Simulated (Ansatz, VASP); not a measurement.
## Hf in VASP and in Ansatz

```
CELL_PARAMETERS angstrom
-1.78061 1.78061 1.78061
1.78061 -1.78061 1.78061
1.78061 1.78061 -1.78061
ATOMIC_POSITIONS crystal
Hf 0.00000 0.00000 0.00000
```

Change from the starting cell: volume scaled by 0.96.

Alike in both runs: task single point; functional LDA; k mesh 10 × 10 × 10; occupations fermi-dirac, width 0.05 eV; no spin polarisation.

|  | VASP | Ansatz |
| --- | --- | --- |
| version | VASP 6.6.1 | Ansatz 0.2.0 |
| potentials or method | VASP PAW LDA potentials, release 64 (Hf_pv), cutoff 520 eV | all-electron LAPW, scalar-relativistic |

Ansatz gave:

```
gap on the k mesh at the Fermi level (eV) : none
pressure (GPa)                            : -9.6
```

Problem. What did VASP give for the same quantities?

Solution. gap on the k mesh at the Fermi level (eV): none; pressure (GPa): -9.5.

LDA's correlation is that of Perdew and Zunger in VASP and of Perdew and Wang (1992) in Ansatz. A gap of «none» marks a metal or a gap that the smearing closes. Ansatz ran all-electron here, and VASP with PAW potentials.

Spin-orbit coupling is off throughout.
